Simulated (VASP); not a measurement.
# BeS (P6_3/mmc) in VASP: notebook

BeS is run at these levels: PBEsol, PBE, LDA; tasks: single point.

All numbers are computed with VASP 6.6.1; they aren't measurements. Logs are shortened: lines on timing, memory, paths and dates and some standing lists are left out, and cuts for length are marked.

## Step 1: The cell of the first run

It takes space group P6_3/mmc (No. 194, hexagonal). Conventional cell: a = 3.271 Å, b = 3.271 Å, c = 5.207 Å, α = 90.00°, β = 90.00°, γ = 120.00°. Within 3.0 Å of Be (site symmetry -3m) lie 6 S at 2.29 Å and 2 Be at 2.60 Å. Within 3.0 Å of S (site symmetry -6m2) lie 6 Be at 2.29 Å.

## Step 2: Single point, PBEsol

Contents of INCAR:

```
SYSTEM = BeS
  PREC = Accurate
  ENCUT = 520
  EDIFF = 1E-6
  ISMEAR = -1
  SIGMA = 0.02
  LREAL = .FALSE.
  LASPH = .TRUE.
  NELM = 60
  ALGO = Normal
  ISIF = 2
  LWAVE = .FALSE.
  LCHARG = .TRUE.
  GGA = PS
  LELF = .TRUE.
  LVHAR = .TRUE.
  NBANDS = 16
```

Contents of KPOINTS:

```
regular mesh
0
G
  12 12 4
  0 0 0
```

Contents of POSCAR:

```
BeS
1.0
    3.2706802947      0.0000000000      0.0000000000
   -1.6353401474      2.8324922229      0.0000000000
    0.0000000000      0.0000000000      5.2073659137
Be S
2 2
Direct
    0.0000000000      0.0000000000      0.0000000000
    0.0000000000      0.0000000000      0.5000000000
    0.3333333333      0.6666666667      0.2500000000
    0.6666666667      0.3333333333      0.7500000000
```

Potentials or basis: VASP PAW PBE potentials, release 64 (Be, S).

Run with:

```bash
> cat potpaw_PBE.64/Be/POTCAR potpaw_PBE.64/S/POTCAR > POTCAR
> mpirun -np 1 vasp_std > vasp.out
```

OUTCAR:

```text
SYSTEM = BeS
   PREC = Accurate
   ENCUT = 520
   EDIFF = 1E-6
   ISMEAR = -1
   LREAL = .FALSE.
   LASPH = .TRUE.
   NELM = 60
   ISIF = 2
   GGA = PS

 ion  position               nearest neighbor table
   1  0.000  0.000  0.000-   3 2.29   4 2.29   4 2.29   3 2.29   4 2.29   3 2.29
   2  0.000  0.000  0.500-   3 2.29   4 2.29   4 2.29   3 2.29   4 2.29   3 2.29
   3  0.333  0.667  0.250-   1 2.29   2 2.29   1 2.29   2 2.29   1 2.29   2 2.29
   4  0.667  0.333  0.750-   1 2.29   2 2.29   1 2.29   2 2.29   1 2.29   2 2.29

  LATTYP: Found a hexagonal cell.
 ALAT       =     3.2706802947
 C/A-ratio  =     1.5921354105

  Lattice vectors:

 A1 = (   3.2706802947,   0.0000000000,   0.0000000000)
 A2 = (  -1.6353401474,   2.8324922229,   0.0000000000)
 A3 = (   0.0000000000,   0.0000000000,   5.2073659137)

Analysis of symmetry for initial positions (statically):
=====================================================================
 Subroutine PRICEL returns:
 Original cell was already a primitive cell.

 Routine SETGRP: Setting up the symmetry group for a
 hexagonal supercell.

 Subroutine GETGRP returns: Found 24 space group operations
 (whereof 12 operations were pure point group operations)
 out of a pool of 24 trial point group operations.

The static configuration has the point symmetry D_3d.
 The point group associated with its full space group is D_6h.

Analysis of symmetry for dynamics (positions and initial velocities):
=====================================================================
 Subroutine PRICEL returns:
 Original cell was already a primitive cell.

 Routine SETGRP: Setting up the symmetry group for a
 hexagonal supercell.

 Subroutine GETGRP returns: Found 24 space group operations
 (whereof 12 operations were pure point group operations)
 out of a pool of 24 trial point group operations.

The dynamic configuration has the point symmetry D_3d.
 The point group associated with its full space group is D_6h.

 Subroutine INISYM returns: Found 24 space group operations
 (whereof 12 operations are pure point group operations),
 and found     1 'primitive' translations

----------------------------------------------------------------------------------------

                                     Primitive cell

  volume of cell :      48.2420

  direct lattice vectors                    reciprocal lattice vectors
     3.270680295  0.000000000  0.000000000     0.305746790  0.176522991  0.000000000
    -1.635340147  2.832492223  0.000000000     0.000000000  0.353045983  0.000000000
     0.000000000  0.000000000  5.207365914     0.000000000  0.000000000  0.192035670

  length of vectors
     3.270680295  3.270680295  5.207365914     0.353045983  0.353045983  0.192035670

  position of ions in fractional coordinates (direct lattice)
     0.000000000  0.000000000  0.000000000
     0.000000000  0.000000000  0.500000000
     0.333333333  0.666666667  0.250000000
     0.666666667  0.333333333  0.750000000

  ion indices of the primitive-cell ions
   primitive index   ion index
                 1           1
                 2           2
                 3           3
                 4           4

----------------------------------------------------------------------------------------

 KPOINTS: regular mesh

Automatic generation of k-mesh.
 Grid dimensions read from file:
 generate k-points for:   12   12    4

 Generating k-lattice:

  Cartesian coordinates                     Fractional coordinates (reciprocal lattice)
     0.025478899  0.014710249  0.000000000     0.083333333  0.000000000  0.000000000
     0.000000000  0.029420499  0.000000000     0.000000000  0.083333333  0.000000000
     0.000000000  0.000000000  0.048008917     0.000000000  0.000000000  0.250000000

  Length of vectors
     0.029420499  0.029420499  0.048008917

  Shift w.r.t. Gamma in fractional coordinates (k-lattice)
     0.000000000  0.000000000  0.000000000

 Subroutine IBZKPT returns following result:
 ===========================================

 Found     57 irreducible k-points:

 Following reciprocal coordinates:
            Coordinates               Weight
  0.000000  0.000000  0.000000      1.000000
  0.083333  0.000000  0.000000      6.000000
  0.166667 -0.000000  0.000000      6.000000
  0.250000 -0.000000  0.000000      6.000000
  0.333333  0.000000  0.000000      6.000000
  0.416667  0.000000  0.000000      6.000000
[... 16 lines left out ...]
  0.250000 -0.000000  0.250000     12.000000
  0.333333  0.000000  0.250000     12.000000
 [... further k-points ...]
   k-points           NKPTS =     57   k-points in BZ     NKDIM =     57   number of bands    NBANDS=     16
   number of dos      NEDOS =    301   number of ions     NIONS =      4
   total plane-waves  NPLWV =  23040
   dimension x,y,z NGX =    24 NGY =   24 NGZ =   40
   dimension x,y,z NGXF=    48 NGYF=   48 NGZF=   80
   ions per type =               2   2
   NGX,Y,Z   is equivalent  to a cutoff of  12.20, 12.20, 12.77 a.u.
   NGXF,Y,Z  is equivalent  to a cutoff of  24.40, 24.40, 25.54 a.u.
 SYSTEM =  BeS
   PREC   = accura    normal or accurate (medium, high low for compatibility)
   ISTART =      0    job   : 0-new  1-cont  2-samecut
   ICHARG =      2    charge: 1-file 2-atom 10-const
   ISPIN  =      1    spin polarized calculation?
   LNONCOLLINEAR =      F non collinear calculations
   LSORBIT =      F    spin-orbit coupling
   LASPH  =      T    aspherical Exc in radial PAW
   ENCUT  =  520.0 eV  38.22 Ry    6.18 a.u.   6.08  6.08  9.68*2*pi/ulx,y,z
   NELM   =     60;   NELMIN=  2; NELMDL= -5     # of ELM steps
   EDIFF  = 0.1E-05   stopping-criterion for ELM
   LREAL  =      F    real-space projection
   EDIFFG = 0.1E-04   stopping-criterion for IOM
   NSW    =      0    number of steps for IOM
   IBRION =     -1    ionic relax: 0-MD 1-quasi-New 2-CG
   NFREE  =      0    steps in history (QN), initial steepest desc. (CG)
   ISIF   =      2    stress and relaxation
   ISYM   =      2    0-nonsym 1-usesym 2-fastsym
   POTIM  = 0.5000    time-step for ionic-motion
   TEBEG  =    0.0;   TEEND  =   0.0 temperature during run
   PSTRESS=    0.0 pullay stress
   NELECT =      16.0000    total number of electrons
   NUPDOWN=      -1.0000    fix difference up-down
   EMIN   =  10.00;   EMAX   =-10.00  energy-range for DOS
   EFERMI =   0.00;   METHOD = LEGACY
   ISMEAR =    -1;   SIGMA  =   0.02  broadening in eV -4-tet -1-fermi 0-gaus
   EFERMI_NEDOS =   21; number of points for ismear=-14 and -15
   IALGO  =     38    algorithm
   IMIX   =      4    mixing-type and parameters
     AMIX     =   0.40;   BMIX     =  1.00
     AMIX_MAG =   1.60;   BMIX_MAG =  1.00
  volume/ion in A,a.u.               =      12.06        81.39
  Fermi-wavevector in a.u.,A,eV,Ry     =   1.133200  2.141437 17.471812  1.284142
  Thomas-Fermi vector in A             =   2.269902
   LORBIT       =      0    0 simple, 1 ext, 2 COOP (PROOUT), +10 PAW based schemes
   GGA     = PS    functional components
   LHFCALC =     F    Hartree Fock is set to
   AEXX    =    0.0000 exact exchange contribution
   IVDW    =     0    specifies the selected vdW correction
   LEPSILON=     F    determine dielectric tensor
   LRPA    =     F    only Hartree local field effects (RPA)
 non-spin polarized calculation
  energy-cutoff  :      520.00
  volume of cell :       48.24
 maximum number of plane-waves:      1314
   NGX = 13   NGY = 13   NGZ = 19

 number of electron      15.9999998 magnetization

 Free energy of the ion-electron system (eV)
  ---------------------------------------------------
  ext. energy  EPLUGINS =         0.00000000
  ---------------------------------------------------
  free energy    TOTEN  =       -19.33857201 eV

  energy without entropy =      -19.33857201  energy(sigma->0) =      -19.33857201

 E-fermi :   7.4732     XC(G=0): -10.8314

 val. band max:        7.0303628761   @ k =   0.0000   0.0000   0.0000
 cond. band min:       8.4439019137   @ k =   0.3333   0.3333   0.0000
 fundamental gap:      1.4135390375
 Fermi energy:         7.4731919433

 k-point     1 :       0.0000    0.0000    0.0000
  band No.  band energies     occupation
      1      -8.4555      2.00000
      2      -5.9749      2.00000
      3      -0.4477      2.00000
      4       6.1987      2.00000
      5       6.1987      2.00000
      6       6.2303      2.00000
[... 8 lines left out ...]
     15      15.3975      0.00000
     16      16.3998      0.00000

 k-point     2 :       0.0833    0.0000    0.0000
  band No.  band energies     occupation
      1      -8.3622      2.00000
      2      -5.8992      2.00000
      3      -0.3579      2.00000
      4       5.1136      2.00000
      5       5.5699      2.00000
      6       6.1057      2.00000
[... 8 lines left out ...]
     15      15.4294      0.00000
     16      15.7397      0.00000

 k-point     3 :       0.1667   -0.0000    0.0000
  band No.  band energies     occupation
      1      -8.0870      2.00000
      2      -5.6860      2.00000
      3      -0.0911      2.00000
      4       3.5498      2.00000
      5       4.8884      2.00000
      6       5.0911      2.00000
[... 8 lines left out ...]
     15      15.0307      0.00000
     16      16.1979      0.00000

 k-point     4 :       0.2500   -0.0000    0.0000
  band No.  band energies     occupation
      1      -7.6455      2.00000
      2      -5.3851      2.00000
      3       0.3429      2.00000
      4       2.0428      2.00000
      5       3.7909      2.00000
      6       4.2851      2.00000
[... 8 lines left out ...]
     15      15.7018      0.00000
     16      16.0072      0.00000

 k-point     5 :       0.3333    0.0000    0.0000
  band No.  band energies     occupation
      1      -7.0762      2.00000
      2      -5.1080      2.00000
      3       0.8590      2.00000
      4       0.9159      2.00000
      5       2.4994      2.00000
      6       3.8237      2.00000
[... 8 lines left out ...]
     15      16.4578      0.00000
     16      17.4565      0.00000

 k-point     6 :       0.4167    0.0000    0.0000
  band No.  band energies     occupation
      1      -6.4766      2.00000
      2      -5.0248      2.00000
      3       0.2325      2.00000
      4       1.4167      2.00000
      5       1.5369      2.00000
      6       3.5367      2.00000
[... 8 lines left out ...]
     15      17.7975      0.00000
     16      18.5098      0.00000

 k-point     7 :       0.5000   -0.0000    0.0000
  band No.  band energies     occupation
      1      -6.1493      2.00000
      2      -5.0973      2.00000
      3       0.1504      2.00000
      4       0.8946      2.00000
      5       1.8768      2.00000
      6       3.4396      2.00000
[... 8 lines left out ...]
     15      18.4034      0.00000
     16      18.7250      0.00000

 k-point     8 :       0.0833    0.0833    0.0000
  band No.  band energies     occupation
      1      -8.1779      2.00000
      2      -5.7546      2.00000
      3      -0.1795      2.00000
      4       4.2415      2.00000
      5       4.4420      2.00000
      6       6.2371      2.00000
[... 8 lines left out ...]
     15      15.0428      0.00000
     16      16.3124      0.00000

 k-point     9 :       0.1667    0.0833    0.0000
  band No.  band energies     occupation
      1      -7.8188      2.00000
      2      -5.4954      2.00000
      3       0.1720      2.00000
      4       2.7810      2.00000
      5       3.5645      2.00000
      6       5.2178      2.00000
[... 8 lines left out ...]
     15      15.9131      0.00000
     16      16.3090      0.00000
[... 172 lines left out ...]
 k-point    19 :       0.3333    0.3333    0.0000
  band No.  band energies     occupation
      1      -5.3537      2.00000
      2      -5.3537      2.00000
      3      -0.0154      2.00000
      4       1.9400      2.00000
      5       2.4561      2.00000
      6       2.4561      2.00000
[... 8 lines left out ...]
     15      16.3192      0.00000
     16      16.3192      0.00000

 k-point    20 :       0.0000    0.0000    0.2500
  band No.  band energies     occupation
      1      -8.2080      2.00000
      2      -6.5412      2.00000
      3       0.5982      2.00000
      4       5.5625      2.00000
      5       6.2477      2.00000
      6       6.2477      2.00000
[... 8 lines left out ...]
     15      15.6643      0.00000
     16      17.6232      0.00000

 k-point    21 :       0.0833    0.0000    0.2500
  band No.  band energies     occupation
      1      -8.1157      2.00000
      2      -6.4594      2.00000
      3       0.6716      2.00000
      4       5.2475      2.00000
      5       5.4887      2.00000
      6       5.7302      2.00000
[... 8 lines left out ...]
     15      15.2114      0.00000
     16      16.6031      0.00000

 k-point    22 :       0.1667   -0.0000    0.2500
  band No.  band energies     occupation
      1      -7.8440      2.00000
      2      -6.2245      2.00000
      3       0.8682      2.00000
      4       3.7940      2.00000
      5       4.5782      2.00000
      6       5.1072      2.00000
[... 8 lines left out ...]
     15      14.4774      0.00000
     16      16.0655      0.00000

 k-point    23 :       0.2500   -0.0000    0.2500
  band No.  band energies     occupation
      1      -7.4103      2.00000
      2      -5.8742      2.00000
      3       1.0129      2.00000
      4       2.5288      2.00000
      5       3.2146      2.00000
      6       4.5330      2.00000
[... 8 lines left out ...]
     15      15.5872      0.00000
     16      16.4662      0.00000

 k-point    24 :       0.3333    0.0000    0.2500
  band No.  band energies     occupation
      1      -6.8570      2.00000
      2      -5.4972      2.00000
      3       0.4836      2.00000
      4       1.8760      2.00000
      5       2.3236      2.00000
      6       4.0863      2.00000
[... 8 lines left out ...]
     15      16.2763      0.00000
     16      17.6646      0.00000

 [... further k-points ...]
[... 5 lines left out ...]
  --------------------------------------------------------------------------------------
  -------------------------------------------------------------------------------------
  Total        0.0485887      0.0485887      0.0388244     -0.0000000      0.0000000      0.0000000
  in kB        1.6136948      1.6136948      1.2894087     -0.0000000      0.0000000      0.0000000
  external PRESSURE =       1.5055994 kB  Pullay stress =       0.0000000 kB

 VOLUME and BASIS-vectors are now :
 -----------------------------------------------------------------------------
  energy-cutoff  :      520.00
  volume of cell :       48.24
      direct lattice vectors                 reciprocal lattice vectors
     3.270680295  0.000000000  0.000000000     0.305746790  0.176522991  0.000000000
    -1.635340147  2.832492223  0.000000000     0.000000000  0.353045983  0.000000000
     0.000000000  0.000000000  5.207365914     0.000000000  0.000000000  0.192035670

 POSITION                                       TOTAL-FORCE (eV/Angst)
 -----------------------------------------------------------------------------------
      0.00000      0.00000      0.00000        -0.000000      0.000000      0.000000
      0.00000      0.00000      2.60368        -0.000000      0.000000      0.000000
     -0.00000      1.88833      1.30184        -0.000000      0.000000      0.000000
      1.63534      0.94416      3.90552         0.000000      0.000000     -0.000000
 -----------------------------------------------------------------------------------
    total drift:                               -0.000000      0.000000     -0.000000

  FREE ENERGIE OF THE ION-ELECTRON SYSTEM (eV)
  ---------------------------------------------------
  free  energy   TOTEN  =       -19.3385720127 eV

  energy  without entropy=      -19.3385720127  energy(sigma->0) =      -19.33857201
```

Run time: 14 s. Hardware: 1 thread of Intel Xeon 6975P-C, shared host; peak memory 0.18 GiB.

Results:

* Free energy: -19.3386 eV
* Pressure: 0.2 GPa
* Band gap on the k mesh: 1.41 eV, indirect (least direct gap 3.42 eV)

Levels at points of the mesh, in eV from the valence-band top:
```csv
k point,band 6,band 7,band 8,band 9,band 10,band 11
"(0.00, 0.00, 0.00)",-0.80,-0.80,0.00,3.42,5.02,5.72
"(0.50, 0.00, 0.00)",-3.59,-2.82,-0.67,2.93,3.77,3.82
"(0.00, 0.00, 0.50)",-0.73,-0.73,-0.73,4.35,4.35,5.11
"(0.50, 0.00, 0.50)",-2.53,-2.35,-2.35,3.11,3.11,4.30
```

Caveat: the PAW data sets were made with another functional, which shifts forces and pressure a little. A k mesh can miss the band edges.

[end of part 1 of 3]
